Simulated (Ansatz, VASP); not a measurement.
## Sn3C: VASP beside Ansatz

The input INCAR:

```
  ALGO = Normal
  EDIFF = 1E-6
  EDIFFG = -0.04
  ENCUT = 600
  GGA = PE
  IBRION = 2
  ISIF = 3
  ISMEAR = 0
  LASPH = True
  LCHARG = False
  LREAL = False
  LWAVE = False
  NELM = 100
  NSW = 90
  PREC = Accurate
  SIGMA = 0.1
```

The input KPOINTS:

```
k-points
0
Gamma
  4 4 4
```

POSCAR

```
Sn3C
1.0
    4.9311623300      0.0000000000      0.0000000000
    0.0000000000      4.9311623300      0.0000000000
    0.0000000000      0.0000000000      4.9311623300
Sn C
3 1
Direct
    0.0000000000      0.5000000000      0.5000000000
    0.5000000000      0.0000000000      0.5000000000
    0.5000000000      0.5000000000      0.0000000000
    0.0000000000      0.0000000000      0.0000000000
```

Input for Ansatz:

```yaml
crystal:
  lattice:
    - [4.93116233, 0.0, 0.0]
    - [0.0, 4.93116233, 0.0]
    - [0.0, 0.0, 4.93116233]
  atoms:
    - { symbol: Sn, position: [0.0, 0.5, 0.5] }
    - { symbol: Sn, position: [0.5, 0.0, 0.5] }
    - { symbol: Sn, position: [0.5, 0.5, 0.0] }
    - { symbol: C, position: [0.0, 0.0, 0.0] }
basis:
  ecutwfc: 420
kpoints:
  mp_grid: { grid: [4, 4, 4] }
hamiltonian:
  xc: pbe
scf:
  occupations: { method: gaussian, width: 0.1 }
  lower_state_search: "off"
output:
  forces: true
  stress: true
  eigenvalues: true
relax:
  adjacent_minimum: "off"
  f_tol: 0.04
  max_steps: 70
  cell: { stress_tol: 0.4 }
```

Change from the starting cell: species swapped into the LaNd3 type (Pm-3m, No. 221).

Alike in both runs: task relaxation of cell and atoms; functional PBE; k mesh 4 × 4 × 4; occupations gaussian, width 0.1 eV; no spin polarisation.

|  | VASP | Ansatz |
| --- | --- | --- |
| version | VASP 6.6.1 | Ansatz 0.2.0 |
| potentials or method | VASP PAW PBE potentials, release 64 (Sn_d, C), cutoff 600 eV | scalar-relativistic, plane waves, PAW |
| valence electrons in the cell | 46 | 46 |

```tsv
	VASP	Ansatz	Ansatz less VASP
gap on the k mesh at the Fermi level, each at its own relaxed structure (eV)	none	none	-
relaxed volume (Å³/atom)	22.76	22.76	-0.002
relaxed length of the cell vector where the two differ most in proportion (Å)	4.499	4.499	-0.0002
```

A gap of «none» marks a metal or a gap that the smearing closes.

Noted on VASP's run: the volume moved by over 15 % at a fixed basis, so the end points are rough.
